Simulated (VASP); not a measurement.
# RbBr (I4/mmm) in VASP: notebook

The runs below take RbBr through single point, with LDA, RPBE.

Program: VASP 6.6.1. These are calculated values, not measurements. Logs are shortened: lines on timing, memory, paths and dates and some standing lists are left out, and cuts for length are marked.

**1. The cell of the first run**

The structure is tetragonal, space group I4/mmm (No. 139). The conventional cell has a = 4.847 Å, b = 4.847 Å, c = 7.403 Å, α = 90.00°, β = 90.00°, γ = 90.00°. Rb (site symmetry 4/mmm) has 6 Br at 3.43 to 3.70 Å within 4.5 Å. Within 4.5 Å of Br (site symmetry 4/mmm) lie 6 Rb at 3.43 to 3.70 Å.

**2. Single point, LDA (strain +0.000 along x and y, +0.080 along z)**

The input, INCAR:

```
  PREC = Accurate
  ENCUT = 520
  EDIFF = 1E-6
  ISMEAR = 0
  SIGMA = 0.05
  LREAL = F
  LASPH = T
  NELM = 80
  ALGO = Normal
  ISIF = 2
  LWAVE = F
  LCHARG = T
  GGA = CA
  LELF = T
  LVHAR = T
  NBANDS = 15
```

The input, KPOINTS:

```
regular mesh
0
Gamma
  6 6 6
```

The input, POSCAR:

```
RbBr
1.0
    0.0000000000      3.4275000000      3.7017000000
    3.4275000000      0.0000000000      3.7017000000
    3.4275000000      3.4275000000      0.0000000000
Rb Br
1 1
Direct
    0.0000000000      0.0000000000      0.0000000000
    0.5000000000      0.5000000000      0.5000000000
```

Potentials or basis: VASP PAW LDA potentials, release 64 (Rb_sv, Br).

The run is started by

```console
$ cat potpaw_LDA.64/Rb_sv/POTCAR potpaw_LDA.64/Br/POTCAR > POTCAR
$ mpirun -np 1 vasp_std > vasp.out
```

OUTCAR:

```text
PREC = Accurate
   ENCUT = 520
   EDIFF = 1E-6
   ISMEAR = 0
   LREAL = F
   LASPH = T
   NELM = 80
   ISIF = 2
   GGA = CA

 ion  position               nearest neighbor table
   1  0.000  0.000  0.000-   2 3.43   2 3.43   2 3.43   2 3.43   2 3.70   2 3.70
   2  0.500  0.500  0.500-   1 3.43   1 3.43   1 3.43   1 3.43   1 3.70   1 3.70

  LATTYP: Found a body centered tetragonal cell.
 ALAT       =     4.8472169850
 C/A-ratio  =     1.5273506474

  Lattice vectors:

 A1 = (  -3.4275000000,   0.0000000000,   3.7017000000)
 A2 = (   3.4275000000,   0.0000000000,   3.7017000000)
 A3 = (   0.0000000000,   3.4275000000,  -3.7017000000)

Analysis of symmetry for initial positions (statically):
=====================================================================
 Subroutine PRICEL returns:
 Original cell was already a primitive cell.

 Routine SETGRP: Setting up the symmetry group for a
 body centered tetragonal supercell.

 Subroutine GETGRP returns: Found 16 space group operations
 (whereof 16 operations were pure point group operations)
 out of a pool of 16 trial point group operations.

The static configuration has the point symmetry D_4h.

Analysis of symmetry for dynamics (positions and initial velocities):
=====================================================================
 Subroutine PRICEL returns:
 Original cell was already a primitive cell.

 Routine SETGRP: Setting up the symmetry group for a
 body centered tetragonal supercell.

 Subroutine GETGRP returns: Found 16 space group operations
 (whereof 16 operations were pure point group operations)
 out of a pool of 16 trial point group operations.

The dynamic configuration has the point symmetry D_4h.

 Subroutine INISYM returns: Found 16 space group operations
 (whereof 16 operations are pure point group operations),
 and found     1 'primitive' translations

----------------------------------------------------------------------------------------

                                     Primitive cell

  volume of cell :      86.9733

  direct lattice vectors                    reciprocal lattice vectors
     0.000000000  3.427500000  3.701700000    -0.145878920  0.145878920  0.135073075
     3.427500000  0.000000000  3.701700000     0.145878920 -0.145878920  0.135073075
     3.427500000  3.427500000  0.000000000     0.145878920  0.145878920 -0.135073075

  length of vectors
     5.044832915  5.044832915  4.847216985     0.246588837  0.246588837  0.246588837

  position of ions in fractional coordinates (direct lattice)
     0.000000000  0.000000000  0.000000000
     0.500000000  0.500000000  0.500000000

  ion indices of the primitive-cell ions
   primitive index   ion index
                 1           1
                 2           2

----------------------------------------------------------------------------------------

 KPOINTS: regular mesh

Automatic generation of k-mesh.
 Grid dimensions read from file:
 generate k-points for:    6    6    6

 Generating k-lattice:

  Cartesian coordinates                     Fractional coordinates (reciprocal lattice)
    -0.024313153  0.024313153  0.022512179     0.166666667  0.000000000  0.000000000
     0.024313153 -0.024313153  0.022512179     0.000000000  0.166666667  0.000000000
     0.024313153  0.024313153 -0.022512179     0.000000000  0.000000000  0.166666667

  Length of vectors
     0.041098139  0.041098139  0.041098139

  Shift w.r.t. Gamma in fractional coordinates (k-lattice)
     0.000000000  0.000000000  0.000000000

 Subroutine IBZKPT returns following result:
 ===========================================

 Found     30 irreducible k-points:

 Following reciprocal coordinates:
            Coordinates               Weight
  0.000000  0.000000  0.000000      1.000000
  0.166667  0.000000  0.000000      8.000000
  0.333333 -0.000000  0.000000      8.000000
  0.500000 -0.000000  0.000000      4.000000
  0.166667  0.166667  0.000000      2.000000
  0.333333  0.166667  0.000000      8.000000
[... 16 lines left out ...]
  0.333333  0.000000  0.333333      4.000000
  0.500000  0.000000  0.333333     16.000000
 [... further k-points ...]
   k-points           NKPTS =     30   k-points in BZ     NKDIM =     30   number of bands    NBANDS=     15
   number of dos      NEDOS =    301   number of ions     NIONS =      2
   total plane-waves  NPLWV =  57600
   dimension x,y,z NGX =    40 NGY =   40 NGZ =   36
   dimension x,y,z NGXF=    80 NGYF=   80 NGZF=   72
   ions per type =               1   1
   NGX,Y,Z   is equivalent  to a cutoff of  13.18, 13.18, 12.35 a.u.
   NGXF,Y,Z  is equivalent  to a cutoff of  26.36, 26.36, 24.69 a.u.
 SYSTEM =  unknown system
   PREC   = accura    normal or accurate (medium, high low for compatibility)
   ISTART =      0    job   : 0-new  1-cont  2-samecut
   ICHARG =      2    charge: 1-file 2-atom 10-const
   ISPIN  =      1    spin polarized calculation?
   LNONCOLLINEAR =      F non collinear calculations
[... 33 lines left out ...]
   LEPSILON=     F    determine dielectric tensor
   LRPA    =     F    only Hartree local field effects (RPA)
 non-spin polarized calculation
 Gauss-broadening in eV      SIGMA  =   0.05
  energy-cutoff  :      520.00
  volume of cell :       86.97
 maximum number of plane-waves:      2358
 NGX is ok and might be reduce to    40
   NGX = 19   NGY = 19   NGZ = 17

 number of electron      15.9999999 magnetization

 Free energy of the ion-electron system (eV)
  ---------------------------------------------------
  ext. energy  EPLUGINS =         0.00000000
  ---------------------------------------------------
  free energy    TOTEN  =        -6.61594056 eV

  energy without entropy =       -6.61594056  energy(sigma->0) =       -6.61594056

 E-fermi :  -1.9449     XC(G=0):  -7.4273

 val. band max:       -2.2177297235   @ k =   0.0000   0.0000   0.0000
 cond. band min:       1.5437173645   @ k =   0.0000   0.0000   0.0000
 fundamental gap:      3.7614470879
 Fermi energy:        -1.9449178777

 k-point     1 :       0.0000    0.0000    0.0000
  band No.  band energies     occupation
      1     -26.6588      2.00000
      2     -14.3810      2.00000
      3     -10.7995      2.00000
      4     -10.7980      2.00000
      5     -10.7980      2.00000
      6      -2.2656      2.00000
      7      -2.2177      2.00000
      8      -2.2177      2.00000
      9       1.5437      0.00000
     10       4.4901      0.00000
     11       4.9274      0.00000
     12       4.9274      0.00000
     13       5.4927      0.00000
     14       5.8467      0.00000
     15       8.1702      0.00000

 k-point     2 :       0.1667    0.0000    0.0000
  band No.  band energies     occupation
      1     -26.6571      2.00000
      2     -14.3895      2.00000
      3     -10.8058      2.00000
      4     -10.7964      2.00000
      5     -10.7865      2.00000
      6      -2.5258      2.00000
      7      -2.3301      2.00000
      8      -2.3091      2.00000
      9       2.1489      0.00000
     10       4.5702      0.00000
     11       4.9936      0.00000
     12       5.2202      0.00000
     13       5.8474      0.00000
     14       6.2337      0.00000
     15       9.1414      0.00000

 k-point     3 :       0.3333   -0.0000    0.0000
  band No.  band energies     occupation
      1     -26.6537      2.00000
      2     -14.4063      2.00000
      3     -10.8186      2.00000
      4     -10.7931      2.00000
      5     -10.7633      2.00000
      6      -2.9849      2.00000
      7      -2.4808      2.00000
      8      -2.4762      2.00000
      9       3.3702      0.00000
     10       4.6339      0.00000
     11       5.8339      0.00000
     12       6.0378      0.00000
     13       6.7206      0.00000
     14       7.1952      0.00000
     15       8.4989      0.00000
[... 343 lines left out ...]
 k-point    23 :       0.3333    0.0000    0.3333
  band No.  band energies     occupation
      1     -26.6514      2.00000
      2     -14.3678      2.00000
      3     -10.8603      2.00000
      4     -10.8412      2.00000
      5     -10.8345      2.00000
      6      -2.8404      2.00000
      7      -2.3979      2.00000
      8      -2.3787      2.00000
      9       3.4223      0.00000
     10       3.4805      0.00000
     11       6.3835      0.00000
     12       6.9743      0.00000
     13       6.9893      0.00000
     14       7.1485      0.00000
     15       8.0843      0.00000

 k-point    24 :       0.5000    0.0000    0.3333
  band No.  band energies     occupation
      1     -26.6498      2.00000
      2     -14.3537      2.00000
      3     -10.9073      2.00000
      4     -10.8542      2.00000
      5     -10.8408      2.00000
      6      -2.7428      2.00000
      7      -2.5226      2.00000
      8      -2.4497      2.00000
      9       3.4938      0.00000
     10       4.3933      0.00000
     11       6.0651      0.00000
     12       6.7745      0.00000
     13       6.9255      0.00000
     14       7.6494      0.00000
     15       8.2423      0.00000

 [... further k-points ...]

------------------------ aborting loop because EDIFF is reached ----------------------------------------

  FORCE on cell =-STRESS in cart. coord.  units (eV):
  Direction    XX          YY          ZZ          XY          YZ          ZX
  --------------------------------------------------------------------------------------
  -------------------------------------------------------------------------------------
  Total       -0.7658078     -0.7658078     -1.2903306      0.0000000     -0.0000000      0.0000000
  in kB      -14.1073103    -14.1073103    -23.7697945      0.0000000     -0.0000000      0.0000000
  external PRESSURE =     -17.3281384 kB  Pullay stress =       0.0000000 kB

 VOLUME and BASIS-vectors are now :
 -----------------------------------------------------------------------------
  energy-cutoff  :      520.00
  volume of cell :       86.97
      direct lattice vectors                 reciprocal lattice vectors
     0.000000000  3.427500000  3.701700000    -0.145878920  0.145878920  0.135073075
     3.427500000  0.000000000  3.701700000     0.145878920 -0.145878920  0.135073075
     3.427500000  3.427500000  0.000000000     0.145878920  0.145878920 -0.135073075

 POSITION                                       TOTAL-FORCE (eV/Angst)
 -----------------------------------------------------------------------------------
      0.00000      0.00000      0.00000         0.000000      0.000000      0.000000
      3.42750      3.42750      3.70170         0.000000      0.000000     -0.000000
 -----------------------------------------------------------------------------------
    total drift:                                0.000000     -0.000000     -0.000000

  FREE ENERGIE OF THE ION-ELECTRON SYSTEM (eV)
  ---------------------------------------------------
  free  energy   TOTEN  =        -6.6159405648 eV

  energy  without entropy=       -6.6159405648  energy(sigma->0) =       -6.61594056
```

Wall time 59 s (1 thread of Intel Xeon 8259CL, shared host); peak memory 0.21 GiB.

What came out:

```yaml
Free_energy: -6.6159 eV
Pressure: -1.7 GPa
Band_gap_on_the_k_mesh: 3.76 eV
```

Stress tensor (GPa, compression positive):
```
-1.41  0.00  0.00
 0.00 -1.41  0.00
 0.00  0.00 -2.38
```

Caveat: the cell differs from its parent crystal (strain +0.000 along x and y, +0.080 along z).

**3. Single point, RPBE**

The input, INCAR:

```
SYSTEM = RbBr
PREC     = Accurate       ! precision mode
ENCUT    = 520            ! plane-wave cutoff, eV
EDIFF    = 1E-7           ! SCF threshold, eV
ISMEAR   = 0              ! smearing method
SIGMA    = 0.05           ! smearing width, eV
LREAL    = .False.        ! projectors in reciprocal space
LASPH    = .True.         ! aspherical terms in the spheres
NELM     = 100            ! most SCF steps
ALGO     = Normal         ! electronic algorithm
ISIF     = 2              ! what is computed and relaxed
LWAVE    = .False.        ! write WAVECAR
LCHARG   = .True.         ! write CHGCAR
GGA      = RP             ! functional
LELF     = .True.         ! ELF
LVHAR    = .True.       
NBANDS   = 15             ! bands
```

The input, KPOINTS:

```
regular mesh
0
Gamma
  6 6 6
  0 0 0
```

POSCAR is that of step 2.

Potentials or basis: VASP PAW PBE potentials, release 64 (Rb_sv, Br).

The run is started by

```console
$ cat potpaw_PBE.64/Rb_sv/POTCAR potpaw_PBE.64/Br/POTCAR > POTCAR
$ mpirun -np 1 vasp_std > vasp.out
```

It took 59 s on 1 thread of Intel Xeon 8259CL, shared host; peak memory 0.24 GiB.

Results (log left out):

```yaml
Free_energy: -5.7724 eV
Pressure: 1.3 GPa
Band_gap_on_the_k_mesh: 4.47 eV
```

Stress tensor (GPa, compression positive):
```
1.83 0.00 0.00
0.00 1.83 0.00
0.00 0.00 0.12
```

Levels at points of the mesh, in eV from the valence-band top:
```csv
k point,band 5,band 6,band 7,band 8,band 9,band 10,band 11,band 12
"(0.00, 0.00, 0.00)",-8.71,-0.05,0.00,0.00,4.47,7.15,7.57,7.57
"(0.50, 0.00, 0.00)",-8.66,-0.85,-0.32,-0.30,6.88,7.65,9.37,9.45
"(0.50, 0.50, 0.00)",-8.75,-0.50,-0.12,-0.12,5.96,7.02,8.87,9.03
"(0.50, 0.00, 0.50)",-8.77,-0.41,-0.19,-0.18,5.89,7.10,9.20,9.22
```

Caveat: the PAW data sets were made with another functional, which shifts forces and pressure a little.

**4. Single point, LDA (strain +0.080 along x and y, -0.080 along z)**

The input, INCAR:

```
PREC     = Accurate       # precision mode
ENCUT    = 520            # plane-wave cutoff, eV
EDIFF    = 1E-6           # SCF threshold, eV
ISMEAR   = 0              # smearing method
SIGMA    = 0.05           # smearing width, eV
LREAL    = F              # projectors in reciprocal space
LASPH    = T              # aspherical terms in the spheres
NELM     = 60             # most SCF steps
ALGO     = Normal         # electronic algorithm
ISIF     = 2              # what is computed and relaxed
LWAVE    = F              # write WAVECAR
LCHARG   = F              # write CHGCAR
NBANDS   = 15             # bands
```

The input, KPOINTS:

```
Automatic mesh
0
Gamma
  6 6 6
```

The input, POSCAR:

```
RbBr
1.0
    0.0000000000      3.7017000000      3.1533000000
    3.7017000000      0.0000000000      3.1533000000
    3.7017000000      3.7017000000      0.0000000000
Rb Br
1 1
Direct
    0.0000000000      0.0000000000      0.0000000000
    0.5000000000      0.5000000000      0.5000000000
```

Potentials or basis: VASP PAW LDA potentials, release 64 (Rb_sv, Br).

The run is started by

```console
$ cat potpaw_LDA.64/Rb_sv/POTCAR potpaw_LDA.64/Br/POTCAR > POTCAR
$ mpirun -np 1 vasp_std > vasp.out
```

It took 40 s on 1 thread of Intel Xeon 8259CL, shared host; peak memory 0.2 GiB.

The run converged. Its results:

```
Free energy            : -6.5281 eV
Pressure               : -0.8 GPa
Band gap on the k mesh : 3.59 eV
```

Stress tensor (GPa, compression positive):
```
-2.31  0.00  0.00
 0.00 -2.31  0.00
 0.00  0.00  2.26
```

Levels at points of the mesh, in eV from the valence-band top:
| k point | band 4 | band 5 | band 6 | band 7 | band 8 | band 9 | band 10 | band 11 | band 12 | band 13 |
| --- | --- | --- | --- | --- | --- | --- | --- | --- | --- | --- |
| (0.00, 0.00, 0.00) | -8.68 | -8.68 | -0.22 | -0.22 | 0.00 | 3.59 | 6.60 | 6.60 | 7.29 | 7.52 |
| (0.50, 0.00, 0.00) | -8.71 | -8.55 | -1.16 | -0.54 | -0.51 | 6.09 | 6.90 | 8.83 | 9.01 | 9.02 |
| (0.50, 0.50, 0.00) | -8.77 | -8.77 | -0.44 | -0.44 | -0.36 | 5.06 | 6.68 | 8.67 | 9.04 | 9.12 |
| (0.50, 0.00, 0.50) | -8.82 | -8.70 | -0.72 | -0.31 | -0.14 | 5.33 | 6.23 | 8.00 | 8.79 | 8.98 |

Caveat: the cell differs from its parent crystal (strain +0.080 along x and y, -0.080 along z).

**5. Single point, LDA (strain +0.040 along x and y, +0.000 along z)**

The input, INCAR:

```
  ALGO = Normal
  EDIFF = 1E-6
  ENCUT = 520
  GGA = CA
  ISIF = 2
  ISMEAR = 0
  LASPH = T
  LCHARG = F
  LREAL = F
  LWAVE = F
  NBANDS = 15
  NELM = 60
  PREC = Accurate
  SIGMA = 0.05
```

The input, KPOINTS:

```
k-points
0
Gamma
  6 6 6
```

The input, POSCAR:

```
RbBr
1.0
    0.0000000000      3.5646000000      3.4275000000
    3.5646000000      0.0000000000      3.4275000000
    3.5646000000      3.5646000000      0.0000000000
Rb Br
1 1
Direct
    0.0000000000      0.0000000000      0.0000000000
    0.5000000000      0.5000000000      0.5000000000
```

The run is started by

```console
$ cat potpaw_LDA.64/Rb_sv/POTCAR potpaw_LDA.64/Br/POTCAR > POTCAR
$ mpirun -np 1 vasp_std > vasp.out
```

Wall time 50 s (1 thread of Intel Xeon 8259CL, shared host); peak memory 0.21 GiB.

Results (log left out):

* Free energy: -6.6241 eV
* Pressure: -1.9 GPa
* Band gap on the k mesh: 3.76 eV

Stress tensor (GPa, compression positive):
```
-2.11  0.00  0.00
 0.00 -2.11  0.00
 0.00  0.00 -1.43
```

Levels at points of the mesh, in eV from the valence-band top:
```
           k point  band 5  band 6  band 7  band 8  band 9  band 10  band 11  band 12
(0.00, 0.00, 0.00)   -8.59   -0.03   -0.03    0.00    3.76     6.91     6.91     7.13
(0.50, 0.00, 0.00)   -8.56   -0.95   -0.34   -0.33    6.24     7.10     8.98     9.04
(0.50, 0.50, 0.00)   -8.65   -0.45   -0.21   -0.21    5.32     6.53     8.52     8.93
(0.50, 0.00, 0.50)   -8.64   -0.52   -0.17   -0.16    5.37     6.46     8.35     8.85
```

Caveat: the cell differs from its parent crystal (strain +0.040 along x and y, +0.000 along z).

**6. Single point, LDA (strain +0.080 along x and y, +0.000 along z)**

The input, INCAR:

```
PREC = Accurate ; ENCUT = 520
EDIFF = 1E-6 ; ISMEAR = 0
SIGMA = 0.05 ; LREAL = F
LASPH = T ; NELM = 100
ALGO = Normal ; ISIF = 2
LWAVE = F ; LCHARG = F
GGA = CA ; NBANDS = 15
```

The input, KPOINTS:

```
regular mesh
0
Gamma
  6 6 6
```

The input, POSCAR:

```
RbBr
1.0
    0.0000000000      3.7017000000      3.4275000000
    3.7017000000      0.0000000000      3.4275000000
    3.7017000000      3.7017000000      0.0000000000
Rb Br
1 1
Direct
    0.0000000000      0.0000000000      0.0000000000
    0.5000000000      0.5000000000      0.5000000000
```

Potentials or basis: VASP PAW LDA potentials, release 64 (Rb_sv, Br).

The run is started by

```console
$ cat potpaw_LDA.64/Rb_sv/POTCAR potpaw_LDA.64/Br/POTCAR > POTCAR
$ mpirun -np 1 vasp_std > vasp.out
```

Run time: 49 s. Hardware: 1 thread of Intel Xeon 8259CL, shared host; peak memory 0.21 GiB.

It converged, with:

* Free energy: -6.5254 eV
* Pressure: -2.2 GPa
* Band gap on the k mesh: 3.60 eV

Stress tensor (GPa, compression positive):
```
-2.46  0.00  0.00
 0.00 -2.46  0.00
 0.00  0.00 -1.63
```

Levels at points of the mesh, in eV from the valence-band top:
```csv
k point,band 4,band 5,band 6,band 7,band 8,band 9,band 10,band 11,band 12,band 13
"(0.00, 0.00, 0.00)",-8.76,-8.76,-0.04,-0.04,0.00,3.60,6.81,6.81,7.22,7.57
"(0.50, 0.00, 0.00)",-8.77,-8.71,-0.85,-0.30,-0.28,6.05,6.81,8.71,8.85,9.12
"(0.50, 0.50, 0.00)",-8.81,-8.81,-0.40,-0.22,-0.22,5.34,6.34,8.26,8.67,8.81
"(0.50, 0.00, 0.50)",-8.81,-8.79,-0.50,-0.16,-0.15,5.44,6.16,7.92,8.60,8.71
```

Caveat: the cell differs from its parent crystal (strain +0.080 along x and y, +0.000 along z).

**7. Overview**

| level | potentials or basis | cell | gap on the mesh (eV) | pressure (GPa) |
| --- | --- | --- | --- | --- |
| LDA | VASP PAW LDA potentials, release 64 (Rb_sv, Br) | a = 5.045, b = 5.045, c = 4.847 Å, angles 61.3, 61.3, 57.4°, 2 atoms | 3.76 | -1.7 |
| RPBE | VASP PAW PBE potentials, release 64 (Rb_sv, Br) | a = 5.045, b = 5.045, c = 4.847 Å, angles 61.3, 61.3, 57.4°, 2 atoms | 4.47 | 1.3 |
| LDA | VASP PAW LDA potentials, release 64 (Rb_sv, Br) | a = 4.863, b = 4.863, c = 5.235 Å, angles 57.4, 57.4, 65.1°, 2 atoms | 3.59 | -0.8 |
| LDA | VASP PAW LDA potentials, release 64 (Rb_sv, Br) | a = 4.945, b = 4.945, c = 5.041 Å, angles 59.4, 59.4, 61.3°, 2 atoms | 3.76 | -1.9 |
| LDA | VASP PAW LDA potentials, release 64 (Rb_sv, Br) | a = 5.045, b = 5.045, c = 5.235 Å, angles 58.7, 58.7, 62.5°, 2 atoms | 3.60 | -2.2 |

Alike in all rows: task single point; no spin polarisation; k mesh 6 × 6 × 6; cutoff (eV) 520; smearing gaussian 0.05 eV.

Caveats: the PAW data sets were made with another functional, which shifts forces and pressure a little (at least some runs).

Absolute energies hang on the potentials; compare differences alone.
